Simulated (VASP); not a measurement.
# HfN (Ama2) in VASP: single point with PBEsol

Aim: the single point of HfN with PBEsol.

Program: VASP 6.6.1. These are calculated values, not measurements. Logs are shortened: lines on timing, memory, paths and dates and some standing lists are left out, and cuts for length are marked.

## Step 1: The cell of the first run

Symmetry: Ama2, No. 40, orthorhombic system. Conventional cell: a = 5.391 Å, b = 5.417 Å, c = 3.128 Å, α = 90.00°, β = 90.00°, γ = 90.00°. Hf (site symmetry m) has 6 N at 2.20 to 2.31 Å within 2.9 Å. N (site symmetry 2) has 6 Hf at 2.20 to 2.31 Å and 2 N at 2.70 Å within 2.9 Å.

## Step 2: Single point, PBEsol

File INCAR:

```
SYSTEM = HfN
ALGO = Normal
EDIFF = 1E-6
ENCUT = 520
GGA = PS
ISIF = 2
ISMEAR = 0
LASPH = .TRUE.
LCHARG = .TRUE.
LELF = .TRUE.
LREAL = .FALSE.
LVHAR = .TRUE.
LWAVE = .FALSE.
NBANDS = 23
NELM = 80
PREC = Accurate
SIGMA = 0.15
```

File KPOINTS:

```
k-points
0
G
  18 18 10
  0 0 0
```

File POSCAR:

```
HfN
1.0
    3.1277073108      0.0000000000      0.0000000000
   -1.5638536554      2.7086739867      0.0000000000
    0.0000000000      0.0000000000      5.3909359352
Hf N
2 2
Direct
    0.6426874408      0.3093541075      0.7500000000
    0.3093541075      0.6426874408      0.2500000000
    0.0000000000      0.0000000000      0.0000000000
    0.0000000000      0.0000000000      0.5000000000
```

Potentials or basis: VASP PAW PBE potentials, release 64 (Hf_pv, N).

Command:

```bash
cat potpaw_PBE.64/Hf_pv/POTCAR potpaw_PBE.64/N/POTCAR > POTCAR
mpirun -np 1 vasp_std > vasp.out
```

OUTCAR:

```text
SYSTEM = HfN
   EDIFF = 1E-6
   ENCUT = 520
   GGA = PS
   ISIF = 2
   ISMEAR = 0
   LASPH = .TRUE.
   LREAL = .FALSE.
   NELM = 80
   PREC = Accurate

 ion  position               nearest neighbor table
   1  0.643  0.309  0.750-   3 2.20   4 2.20   3 2.25   4 2.25   3 2.31   4 2.31   2 3.24   2 3.24
                             2 3.24   2 3.24   2 3.24   2 3.24
   2  0.309  0.643  0.250-   3 2.20   4 2.20   3 2.25   4 2.25   3 2.31   4 2.31   1 3.24   1 3.24
                             1 3.24   1 3.24   1 3.24   1 3.24
   3  0.000  0.000  0.000-   2 2.20   1 2.20   2 2.25   1 2.25   1 2.31   2 2.31
   4  0.000  0.000  0.500-   2 2.20   1 2.20   2 2.25   1 2.25   1 2.31   2 2.31

  LATTYP: Found a hexagonal cell.
 ALAT       =     3.1277073108
 C/A-ratio  =     1.7236062711

  Lattice vectors:

 A1 = (   3.1277073108,   0.0000000000,   0.0000000000)
 A2 = (  -1.5638536554,   2.7086739867,   0.0000000000)
 A3 = (   0.0000000000,   0.0000000000,   5.3909359352)

Analysis of symmetry for initial positions (statically):
=====================================================================
 Subroutine PRICEL returns:
 Original cell was already a primitive cell.

 Routine SETGRP: Setting up the symmetry group for a
 hexagonal supercell.

 Subroutine GETGRP returns: Found  4 space group operations
 (whereof  2 operations were pure point group operations)
 out of a pool of 24 trial point group operations.

The static configuration has the point symmetry C_2 .
 The point group associated with its full space group is C_2v.

Analysis of symmetry for dynamics (positions and initial velocities):
=====================================================================
 Subroutine PRICEL returns:
 Original cell was already a primitive cell.

 Routine SETGRP: Setting up the symmetry group for a
 hexagonal supercell.

 Subroutine GETGRP returns: Found  4 space group operations
 (whereof  2 operations were pure point group operations)
 out of a pool of 24 trial point group operations.

The dynamic configuration has the point symmetry C_2 .
 The point group associated with its full space group is C_2v.

 Subroutine INISYM returns: Found  4 space group operations
 (whereof  2 operations are pure point group operations),
 and found     1 'primitive' translations

----------------------------------------------------------------------------------------

                                     Primitive cell

  volume of cell :      45.6717

  direct lattice vectors                    reciprocal lattice vectors
     3.127707311  0.000000000  0.000000000     0.319723011  0.184592167  0.000000000
    -1.563853655  2.708673987  0.000000000     0.000000000  0.369184333  0.000000000
     0.000000000  0.000000000  5.390935935     0.000000000  0.000000000  0.185496547

  length of vectors
     3.127707311  3.127707311  5.390935935     0.369184333  0.369184333  0.185496547

  position of ions in fractional coordinates (direct lattice)
     0.642687441  0.309354107  0.750000000
     0.309354107  0.642687441  0.250000000
     0.000000000  0.000000000  0.000000000
     0.000000000  0.000000000  0.500000000

  ion indices of the primitive-cell ions
   primitive index   ion index
                 1           1
                 2           2
                 3           3
                 4           4

----------------------------------------------------------------------------------------

 KPOINTS: k-points

Automatic generation of k-mesh.
 Grid dimensions read from file:
 generate k-points for:   18   18   10

 Generating k-lattice:

  Cartesian coordinates                     Fractional coordinates (reciprocal lattice)
     0.017762390  0.010255120  0.000000000     0.055555556 -0.000000000  0.000000000
     0.000000000  0.020510241  0.000000000     0.000000000  0.055555556  0.000000000
     0.000000000  0.000000000  0.018549655     0.000000000  0.000000000  0.100000000

  Length of vectors
     0.020510241  0.020510241  0.018549655

  Shift w.r.t. Gamma in fractional coordinates (k-lattice)
     0.000000000  0.000000000  0.000000000

 Subroutine IBZKPT returns following result:
 ===========================================

 Found    546 irreducible k-points:

 Following reciprocal coordinates:
            Coordinates               Weight
  0.000000  0.000000  0.000000      1.000000
  0.055556  0.000000  0.000000      4.000000
 -0.055556  0.055556  0.000000      2.000000
  0.111111  0.000000  0.000000      4.000000
 -0.111111  0.111111  0.000000      2.000000
  0.166667  0.000000  0.000000      4.000000
[... 16 lines left out ...]
 -0.055556  0.166667  0.000000      4.000000
 -0.166667  0.111111  0.000000      4.000000
 [... further k-points ...]
   k-points           NKPTS =    546   k-points in BZ     NKDIM =    546   number of bands    NBANDS=     23
   number of dos      NEDOS =    301   number of ions     NIONS =      4
   total plane-waves  NPLWV =  23040
   dimension x,y,z NGX =    24 NGY =   24 NGZ =   40
   dimension x,y,z NGXF=    48 NGYF=   48 NGZF=   80
   ions per type =               2   2
   NGX,Y,Z   is equivalent  to a cutoff of  12.76, 12.76, 12.34 a.u.
   NGXF,Y,Z  is equivalent  to a cutoff of  25.51, 25.51, 24.67 a.u.
 SYSTEM =  HfN
   PREC   = accura    normal or accurate (medium, high low for compatibility)
   ISTART =      0    job   : 0-new  1-cont  2-samecut
   ICHARG =      2    charge: 1-file 2-atom 10-const
   ISPIN  =      1    spin polarized calculation?
   LNONCOLLINEAR =      F non collinear calculations
   LSORBIT =      F    spin-orbit coupling
   LASPH  =      T    aspherical Exc in radial PAW
   ENCUT  =  520.0 eV  38.22 Ry    6.18 a.u.   5.82  5.82 10.02*2*pi/ulx,y,z
   NELM   =     80;   NELMIN=  2; NELMDL= -5     # of ELM steps
   EDIFF  = 0.1E-05   stopping-criterion for ELM
   LREAL  =      F    real-space projection
   EDIFFG = 0.1E-04   stopping-criterion for IOM
   NSW    =      0    number of steps for IOM
   IBRION =     -1    ionic relax: 0-MD 1-quasi-New 2-CG
   NFREE  =      0    steps in history (QN), initial steepest desc. (CG)
   ISIF   =      2    stress and relaxation
   ISYM   =      2    0-nonsym 1-usesym 2-fastsym
   POTIM  = 0.5000    time-step for ionic-motion
   TEBEG  =    0.0;   TEEND  =   0.0 temperature during run
   PSTRESS=    0.0 pullay stress
   NELECT =      30.0000    total number of electrons
   NUPDOWN=      -1.0000    fix difference up-down
   EMIN   =  10.00;   EMAX   =-10.00  energy-range for DOS
   EFERMI =   0.00;   METHOD = LEGACY
   ISMEAR =     0;   SIGMA  =   0.15  broadening in eV -4-tet -1-fermi 0-gaus
   EFERMI_NEDOS =   21; number of points for ismear=-14 and -15
   IALGO  =     38    algorithm
   IMIX   =      4    mixing-type and parameters
     AMIX     =   0.40;   BMIX     =  1.00
     AMIX_MAG =   1.60;   BMIX_MAG =  1.00
  volume/ion in A,a.u.               =      11.42        77.05
  Fermi-wavevector in a.u.,A,eV,Ry     =   1.423092  2.689254 27.554386  2.025190
  Thomas-Fermi vector in A             =   2.543726
   LORBIT       =      0    0 simple, 1 ext, 2 COOP (PROOUT), +10 PAW based schemes
   GGA     = PS    functional components
   LHFCALC =     F    Hartree Fock is set to
   AEXX    =    0.0000 exact exchange contribution
   IVDW    =     0    specifies the selected vdW correction
   LEPSILON=     F    determine dielectric tensor
   LRPA    =     F    only Hartree local field effects (RPA)
 non-spin polarized calculation
 Gauss-broadening in eV      SIGMA  =   0.15
  energy-cutoff  :      520.00
  volume of cell :       45.67
 maximum number of plane-waves:      1251
   NGX = 11   NGY = 11   NGZ = 21

 number of electron      30.0000000 magnetization

 Free energy of the ion-electron system (eV)
  ---------------------------------------------------
  ext. energy  EPLUGINS =         0.00000000
  ---------------------------------------------------
  free energy    TOTEN  =       -45.81539036 eV

  energy without entropy =      -45.80606663  energy(sigma->0) =      -45.81072850

 E-fermi :   7.8421     XC(G=0): -12.9470

 val. band max:        7.8419421166   @ k =  -0.0556   0.1111   0.2000
 cond. band min:       7.8549240222   @ k =   0.3333   0.2222   0.5000
 fundamental gap:      0.0129819056
 Fermi energy:         7.8421216563

 k-point     1 :       0.0000    0.0000    0.0000
  band No.  band energies     occupation
      1     -23.8035      2.00000
      2     -22.8946      2.00000
      3     -22.7976      2.00000
      4     -22.7960      2.00000
      5     -22.7315      2.00000
      6     -22.7291      2.00000
[... 15 lines left out ...]
     22      13.5379      0.00000
     23      13.5985      0.00000

 k-point     2 :       0.0556    0.0000    0.0000
  band No.  band energies     occupation
      1     -23.7919      2.00000
      2     -22.8957      2.00000
      3     -22.8253      2.00000
      4     -22.8053      2.00000
      5     -22.7583      2.00000
      6     -22.7321      2.00000
[... 15 lines left out ...]
     22      13.4403      0.00000
     23      13.5610      0.00000

 k-point     3 :      -0.0556    0.0556    0.0000
  band No.  band energies     occupation
      1     -23.7919      2.00000
      2     -22.8957      2.00000
      3     -22.8245      2.00000
      4     -22.8063      2.00000
      5     -22.7563      2.00000
      6     -22.7340      2.00000
[... 15 lines left out ...]
     22      13.3923      0.00000
     23      13.6150      0.00000

 k-point     4 :       0.1111    0.0000    0.0000
  band No.  band energies     occupation
      1     -23.7579      2.00000
      2     -22.9071      2.00000
      3     -22.8992      2.00000
      4     -22.8373      2.00000
      5     -22.8270      2.00000
      6     -22.7404      2.00000
[... 15 lines left out ...]
     22      13.1306      0.00000
     23      13.5237      0.00000

 k-point     5 :      -0.1111    0.1111    0.0000
  band No.  band energies     occupation
      1     -23.7578      2.00000
      2     -22.9061      2.00000
      3     -22.8992      2.00000
      4     -22.8403      2.00000
      5     -22.8234      2.00000
      6     -22.7422      2.00000
[... 15 lines left out ...]
     22      13.0806      0.00000
     23      13.5973      0.00000

 k-point     6 :       0.1667    0.0000    0.0000
  band No.  band energies     occupation
      1     -23.7039      2.00000
      2     -23.0341      2.00000
      3     -22.9455      2.00000
      4     -22.9061      2.00000
      5     -22.8642      2.00000
      6     -22.7553      2.00000
[... 15 lines left out ...]
     22      12.8223      0.00000
     23      13.0694      0.00000

 k-point     7 :      -0.1667    0.1667    0.0000
  band No.  band energies     occupation
      1     -23.7037      2.00000
      2     -23.0331      2.00000
      3     -22.9454      2.00000
      4     -22.9063      2.00000
      5     -22.8642      2.00000
      6     -22.7571      2.00000
[... 353 lines left out ...]
     22      13.2561      0.00000
     23      13.4967      0.00000

 k-point    21 :      -0.0556    0.1111    0.0000
  band No.  band energies     occupation
      1     -23.7691      2.00000
      2     -22.8980      2.00000
      3     -22.8739      2.00000
      4     -22.8420      2.00000
      5     -22.7916      2.00000
      6     -22.7425      2.00000
[... 15 lines left out ...]
     22      13.1878      0.00000
     23      13.5828      0.00000

 k-point    22 :       0.1111    0.0556    0.0000
  band No.  band energies     occupation
      1     -23.7251      2.00000
      2     -22.9712      2.00000
      3     -22.9297      2.00000
      4     -22.9032      2.00000
      5     -22.8305      2.00000
      6     -22.7572      2.00000
[... 15 lines left out ...]
     22      12.9132      0.00000
     23      13.3013      0.00000

 k-point    23 :      -0.0556    0.1667    0.0000
  band No.  band energies     occupation
      1     -23.7250      2.00000
      2     -22.9735      2.00000
      3     -22.9252      2.00000
      4     -22.9032      2.00000
      5     -22.8325      2.00000
      6     -22.7579      2.00000
[... 15 lines left out ...]
     22      12.8723      0.00000
     23      13.2940      0.00000

 k-point    24 :      -0.1667    0.1111    0.0000
  band No.  band energies     occupation
      1     -23.7249      2.00000
      2     -22.9723      2.00000
      3     -22.9265      2.00000
      4     -22.9033      2.00000
      5     -22.8315      2.00000
      6     -22.7590      2.00000
[... 15 lines left out ...]
     22      12.8592      0.00000
     23      13.2777      0.00000

 [... further k-points ...]
[... 5 lines left out ...]
  --------------------------------------------------------------------------------------
  -------------------------------------------------------------------------------------
  Total       -0.4572196     -0.4138904     -0.2883678      0.0375242      0.0000000      0.0000000
  in kB      -16.0394114    -14.5194073    -10.1160347      1.3163622      0.0000000      0.0000000
  external PRESSURE =     -13.5582845 kB  Pullay stress =       0.0000000 kB

 VOLUME and BASIS-vectors are now :
 -----------------------------------------------------------------------------
  energy-cutoff  :      520.00
  volume of cell :       45.67
      direct lattice vectors                 reciprocal lattice vectors
     3.127707311  0.000000000  0.000000000     0.319723011  0.184592167  0.000000000
    -1.563853655  2.708673987  0.000000000     0.000000000  0.369184333  0.000000000
     0.000000000  0.000000000  5.390935935     0.000000000  0.000000000  0.185496547

 POSITION                                       TOTAL-FORCE (eV/Angst)
 -----------------------------------------------------------------------------------
      1.52635      0.83794      4.04320         0.396534      0.658990      0.000000
     -0.03750      1.74083      1.34773         0.372435      0.672904      0.000000
      0.00000      0.00000      0.00000        -0.384485     -0.665947      0.000000
      0.00000      0.00000      2.69547        -0.384485     -0.665947      0.000000
 -----------------------------------------------------------------------------------
    total drift:                                0.000035      0.000060     -0.000000

  FREE ENERGIE OF THE ION-ELECTRON SYSTEM (eV)
  ---------------------------------------------------
  free  energy   TOTEN  =       -45.8153903648 eV

  energy  without entropy=      -45.8060666268  energy(sigma->0) =      -45.81072850
```

Wall time 8.5 min (1 thread of Intel Xeon 8259CL, shared host); peak memory 0.56 GiB.

Results:

```yaml
Free_energy: -45.8154 eV
Pressure: -1.4 GPa
Largest_force: 0.769 eV/Å
Band_gap_on_the_k_mesh: zero (bands 15 and 16 overlap by 2.31 eV)
```

Forces in eV/Å, atoms in the order of the input:
```
Hf   0.397  0.659  0.000
Hf   0.372  0.673  0.000
N   -0.384 -0.666  0.000
N   -0.384 -0.666  0.000
```

Caveat: the cell differs from its parent crystal (all Hf atoms moved +0.075 Å, as atom 1 towards its neighbour atom 1 (Hf) at 3.128 Å); the PAW data sets were made with another functional, which shifts forces and pressure a little; spin-orbit coupling is left out, which moves the levels of the heavy elements.
